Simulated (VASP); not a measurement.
# AlAs (F-43m) in VASP: single point with PBE

Aim: the single point of AlAs with PBE.

All numbers are computed with VASP 6.6.1; they aren't measurements. Logs are shortened: lines on timing, memory, paths and dates and some standing lists are left out, and cuts for length are marked.

## 1. The cell of the first run

It takes space group F-43m (No. 216, cubic). The conventional cell has a = 5.728 Å, b = 5.728 Å, c = 5.728 Å, α = 90.00°, β = 90.00°, γ = 90.00°. Al (site symmetry -43m) has 4 As at 2.48 Å within 3.3 Å. Within 3.3 Å of As (site symmetry -43m) lie 4 Al at 2.48 Å.

## 2. Single point, PBE

Input file INCAR:

```
SYSTEM = AlAs
PREC = Accurate
ENCUT = 500
EDIFF = 1E-6
ISMEAR = 0
SIGMA = 0.02
LREAL = .False.
LASPH = .True.
NELM = 120
ALGO = Normal
ISIF = 2
LWAVE = .False.
LCHARG = .False.
GGA = PE
NBANDS = 11
GGA_COMPAT = .False.
```

Input file KPOINTS:

```
Automatic mesh
0
Gamma
  8 8 8
  0 0 0
```

Input file POSCAR:

```
AlAs
1.0
    0.0000000000      2.8638241083      2.8638241083
    2.8638241083      0.0000000000      2.8638241083
    2.8638241083      2.8638241083      0.0000000000
Al As
1 1
Direct
    0.0000000000      0.0000000000      0.0000000000
    0.2500000000      0.2500000000      0.2500000000
```

Potentials or basis: VASP PAW PBE potentials, release 64 (Al, As).

The run is started by

```console
cat potpaw_PBE.64/Al/POTCAR potpaw_PBE.64/As/POTCAR > POTCAR
mpirun -np 1 vasp_std > vasp.out
```

OUTCAR:

```text
SYSTEM = AlAs
   PREC = Accurate
   ENCUT = 500
   EDIFF = 1E-6
   ISMEAR = 0
   LREAL = .False.
   LASPH = .True.
   NELM = 120
   ISIF = 2
   GGA = PE

 ion  position               nearest neighbor table
   1  0.000  0.000  0.000-   2 2.48   2 2.48   2 2.48   2 2.48
   2  0.250  0.250  0.250-   1 2.48   1 2.48   1 2.48   1 2.48

  LATTYP: Found a face centered cubic cell.
 ALAT       =     5.7276482166

  Lattice vectors:

 A1 = (   0.0000000000,   2.8638241083,   2.8638241083)
 A2 = (   2.8638241083,   0.0000000000,   2.8638241083)
 A3 = (   2.8638241083,   2.8638241083,   0.0000000000)

Analysis of symmetry for initial positions (statically):
=====================================================================
 Subroutine PRICEL returns:
 Original cell was already a primitive cell.

 Routine SETGRP: Setting up the symmetry group for a
 face centered cubic supercell.

 Subroutine GETGRP returns: Found 24 space group operations
 (whereof 24 operations were pure point group operations)
 out of a pool of 48 trial point group operations.

The static configuration has the point symmetry T_d .

Analysis of symmetry for dynamics (positions and initial velocities):
=====================================================================
 Subroutine PRICEL returns:
 Original cell was already a primitive cell.

 Routine SETGRP: Setting up the symmetry group for a
 face centered cubic supercell.

 Subroutine GETGRP returns: Found 24 space group operations
 (whereof 24 operations were pure point group operations)
 out of a pool of 48 trial point group operations.

The dynamic configuration has the point symmetry T_d .

 Subroutine INISYM returns: Found 24 space group operations
 (whereof 24 operations are pure point group operations),
 and found     1 'primitive' translations

----------------------------------------------------------------------------------------

                                     Primitive cell

  volume of cell :      46.9752

  direct lattice vectors                    reciprocal lattice vectors
     0.000000000  2.863824108  2.863824108    -0.174591728  0.174591728  0.174591728
     2.863824108  0.000000000  2.863824108     0.174591728 -0.174591728  0.174591728
     2.863824108  2.863824108  0.000000000     0.174591728  0.174591728 -0.174591728

  length of vectors
     4.050058894  4.050058894  4.050058894     0.302401744  0.302401744  0.302401744

  position of ions in fractional coordinates (direct lattice)
     0.000000000  0.000000000  0.000000000
     0.250000000  0.250000000  0.250000000

  ion indices of the primitive-cell ions
   primitive index   ion index
                 1           1
                 2           2

----------------------------------------------------------------------------------------

 KPOINTS: Automatic mesh

Automatic generation of k-mesh.
 Grid dimensions read from file:
 generate k-points for:    8    8    8

 Generating k-lattice:

  Cartesian coordinates                     Fractional coordinates (reciprocal lattice)
    -0.021823966  0.021823966  0.021823966     0.125000000  0.000000000  0.000000000
     0.021823966 -0.021823966  0.021823966     0.000000000  0.125000000  0.000000000
     0.021823966  0.021823966 -0.021823966     0.000000000  0.000000000  0.125000000

  Length of vectors
     0.037800218  0.037800218  0.037800218

  Shift w.r.t. Gamma in fractional coordinates (k-lattice)
     0.000000000  0.000000000  0.000000000

 Subroutine IBZKPT returns following result:
 ===========================================

 Found     29 irreducible k-points:

 Following reciprocal coordinates:
            Coordinates               Weight
  0.000000  0.000000  0.000000      1.000000
  0.125000  0.000000  0.000000      8.000000
  0.250000  0.000000  0.000000      8.000000
  0.375000  0.000000  0.000000      8.000000
  0.500000  0.000000  0.000000      4.000000
  0.125000  0.125000  0.000000      6.000000
[... 16 lines left out ...]
  0.500000  0.250000  0.125000     48.000000
 -0.375000  0.250000  0.125000     24.000000
 [... further k-points ...]
   k-points           NKPTS =     29   k-points in BZ     NKDIM =     29   number of bands    NBANDS=     11
   number of dos      NEDOS =    301   number of ions     NIONS =      2
   total plane-waves  NPLWV =  27000
   dimension x,y,z NGX =    30 NGY =   30 NGZ =   30
   dimension x,y,z NGXF=    60 NGYF=   60 NGZF=   60
   ions per type =               1   1
   NGX,Y,Z   is equivalent  to a cutoff of  12.31, 12.31, 12.31 a.u.
   NGXF,Y,Z  is equivalent  to a cutoff of  24.63, 24.63, 24.63 a.u.
 SYSTEM =  AlAs
   PREC   = accura    normal or accurate (medium, high low for compatibility)
   ISTART =      0    job   : 0-new  1-cont  2-samecut
   ICHARG =      2    charge: 1-file 2-atom 10-const
   ISPIN  =      1    spin polarized calculation?
   LNONCOLLINEAR =      F non collinear calculations
   LSORBIT =      F    spin-orbit coupling
   LASPH  =      T    aspherical Exc in radial PAW
   ENCUT  =  500.0 eV  36.75 Ry    6.06 a.u.   7.38  7.38  7.38*2*pi/ulx,y,z
   NELM   =    120;   NELMIN=  2; NELMDL= -5     # of ELM steps
   EDIFF  = 0.1E-05   stopping-criterion for ELM
   LREAL  =      F    real-space projection
   EDIFFG = 0.1E-04   stopping-criterion for IOM
   NSW    =      0    number of steps for IOM
   IBRION =     -1    ionic relax: 0-MD 1-quasi-New 2-CG
   NFREE  =      0    steps in history (QN), initial steepest desc. (CG)
   ISIF   =      2    stress and relaxation
   ISYM   =      2    0-nonsym 1-usesym 2-fastsym
   POTIM  = 0.5000    time-step for ionic-motion
   TEBEG  =    0.0;   TEEND  =   0.0 temperature during run
   PSTRESS=    0.0 pullay stress
   NELECT =       8.0000    total number of electrons
   NUPDOWN=      -1.0000    fix difference up-down
   EMIN   =  10.00;   EMAX   =-10.00  energy-range for DOS
   EFERMI =   0.00;   METHOD = LEGACY
   ISMEAR =     0;   SIGMA  =   0.02  broadening in eV -4-tet -1-fermi 0-gaus
   EFERMI_NEDOS =   21; number of points for ismear=-14 and -15
   IALGO  =     38    algorithm
   IMIX   =      4    mixing-type and parameters
     AMIX     =   0.40;   BMIX     =  1.00
     AMIX_MAG =   1.60;   BMIX_MAG =  1.00
  volume/ion in A,a.u.               =      23.49       158.50
  Fermi-wavevector in a.u.,A,eV,Ry     =   0.907434  1.714802 11.203539  0.823437
  Thomas-Fermi vector in A             =   2.031241
   LORBIT       =      0    0 simple, 1 ext, 2 COOP (PROOUT), +10 PAW based schemes
   GGA     = PE    functional components
   LHFCALC =     F    Hartree Fock is set to
   AEXX    =    0.0000 exact exchange contribution
   IVDW    =     0    specifies the selected vdW correction
   LEPSILON=     F    determine dielectric tensor
   LRPA    =     F    only Hartree local field effects (RPA)
 non-spin polarized calculation
 Gauss-broadening in eV      SIGMA  =   0.02
  energy-cutoff  :      500.00
  volume of cell :       46.98
 maximum number of plane-waves:      1243
 NGX is ok and might be reduce to    30
   NGX = 15   NGY = 15   NGZ = 15

 number of electron       7.9999999 magnetization

 Free energy of the ion-electron system (eV)
  ---------------------------------------------------
  ext. energy  EPLUGINS =         0.00000000
  ---------------------------------------------------
  free energy    TOTEN  =        -9.38797691 eV

  energy without entropy =       -9.38797691  energy(sigma->0) =       -9.38797691

 E-fermi :   3.6755     XC(G=0):  -8.9051

 val. band max:        3.5949154769   @ k =   0.0000   0.0000   0.0000
 cond. band min:       5.0891381963   @ k =   0.5000   0.5000   0.0000
 fundamental gap:      1.4942227194
 Fermi energy:         3.6754710181

 k-point     1 :       0.0000    0.0000    0.0000
  band No.  band energies     occupation
      1      -8.0764      2.00000
      2       3.5949      2.00000
      3       3.5949      2.00000
      4       3.5949      2.00000
      5       5.3786      0.00000
      6       7.8221      0.00000
      7       7.8221      0.00000
      8       7.8221      0.00000
      9      12.2783      0.00000
     10      12.5374      0.00000
     11      12.5374      0.00000

 k-point     2 :       0.1250    0.0000    0.0000
  band No.  band energies     occupation
      1      -7.9304      2.00000
      2       2.1704      2.00000
      3       3.4393      2.00000
      4       3.4393      2.00000
      5       6.1778      0.00000
      6       8.0952      0.00000
      7       8.0952      0.00000
      8       8.1798      0.00000
      9      11.9553      0.00000
     10      11.9553      0.00000
     11      12.9982      0.00000

 k-point     3 :       0.2500    0.0000    0.0000
  band No.  band energies     occupation
      1      -7.5267      2.00000
      2       0.2705      2.00000
      3       3.1312      2.00000
      4       3.1312      2.00000
      5       6.0632      0.00000
      6       8.4401      0.00000
      7       8.4401      0.00000
      8       9.8426      0.00000
      9      11.8453      0.00000
     10      11.8453      0.00000
     11      12.8862      0.00000

 k-point     4 :       0.3750    0.0000    0.0000
  band No.  band energies     occupation
      1      -7.0090      2.00000
      2      -1.2181      2.00000
      3       2.8842      2.00000
      4       2.8842      2.00000
      5       5.7342      0.00000
      6       8.3535      0.00000
      7       8.3535      0.00000
      8      11.1882      0.00000
      9      13.0885      0.00000
     10      13.0885      0.00000
     11      13.1124      0.00000
[... 239 lines left out ...]
 k-point    22 :       0.3750    0.2500    0.1250
  band No.  band energies     occupation
      1      -7.1898      2.00000
      2      -0.1162      2.00000
      3       1.7149      2.00000
      4       2.6513      2.00000
      5       7.1497      0.00000
      6       7.6974      0.00000
      7       8.8677      0.00000
      8       9.9920      0.00000
      9      11.6333      0.00000
     10      13.8717      0.00000
     11      15.3790      0.00000

 k-point    23 :       0.5000    0.2500    0.1250
  band No.  band energies     occupation
      1      -6.7255      2.00000
      2      -1.0856      2.00000
      3       1.1436      2.00000
      4       2.2864      2.00000
      5       7.2021      0.00000
      6       7.9809      0.00000
      7       9.2839      0.00000
      8      10.3455      0.00000
      9      12.7650      0.00000
     10      13.9697      0.00000
     11      15.5887      0.00000

 k-point    24 :      -0.3750    0.2500    0.1250
  band No.  band energies     occupation
      1      -6.4883      2.00000
      2      -1.5393      2.00000
      3       0.9927      2.00000
      4       2.1116      2.00000
      5       7.1756      0.00000
      6       7.8059      0.00000
      7      10.1345      0.00000
      8      11.0983      0.00000
      9      11.8144      0.00000
     10      14.4586      0.00000
     11      15.6797      0.00000

 [... further k-points ...]
[... 5 lines left out ...]
  --------------------------------------------------------------------------------------
  -------------------------------------------------------------------------------------
  Total        0.0540871      0.0540871      0.0540871     -0.0000000     -0.0000000      0.0000000
  in kB        1.8447412      1.8447412      1.8447412     -0.0000000     -0.0000000      0.0000000
  external PRESSURE =       1.8447412 kB  Pullay stress =       0.0000000 kB

 VOLUME and BASIS-vectors are now :
 -----------------------------------------------------------------------------
  energy-cutoff  :      500.00
  volume of cell :       46.98
      direct lattice vectors                 reciprocal lattice vectors
     0.000000000  2.863824108  2.863824108    -0.174591728  0.174591728  0.174591728
     2.863824108  0.000000000  2.863824108     0.174591728 -0.174591728  0.174591728
     2.863824108  2.863824108  0.000000000     0.174591728  0.174591728 -0.174591728

 POSITION                                       TOTAL-FORCE (eV/Angst)
 -----------------------------------------------------------------------------------
      0.00000      0.00000      0.00000        -0.000000     -0.000000     -0.000000
      1.43191      1.43191      1.43191         0.000000      0.000000      0.000000
 -----------------------------------------------------------------------------------
    total drift:                               -0.000000     -0.000000     -0.000000

  FREE ENERGIE OF THE ION-ELECTRON SYSTEM (eV)
  ---------------------------------------------------
  free  energy   TOTEN  =        -9.3879769148 eV

  energy  without entropy=       -9.3879769148  energy(sigma->0) =       -9.38797691
```

Wall time 9 s (1 thread of AMD EPYC 9R45 (Zen 5), shared host); peak memory 0.14 GiB.

What came out:

| Quantity | Value |
| --- | --- |
| Free energy | -9.3880 eV |
| Pressure | 0.2 GPa |
| Band gap on the k mesh | 1.49 eV (least direct gap 1.78 eV) |

Levels at points of the mesh, in eV from the valence-band top:
```tsv
k point	band 2	band 3	band 4	band 5	band 6	band 7
(0.00, 0.00, 0.00)	0.00	0.00	0.00	1.78	4.23	4.23
(0.50, 0.00, 0.00)	-5.42	-0.80	-0.80	2.01	4.65	4.65
(0.50, 0.50, 0.00)	-5.31	-2.10	-2.10	1.49	2.29	10.06
```
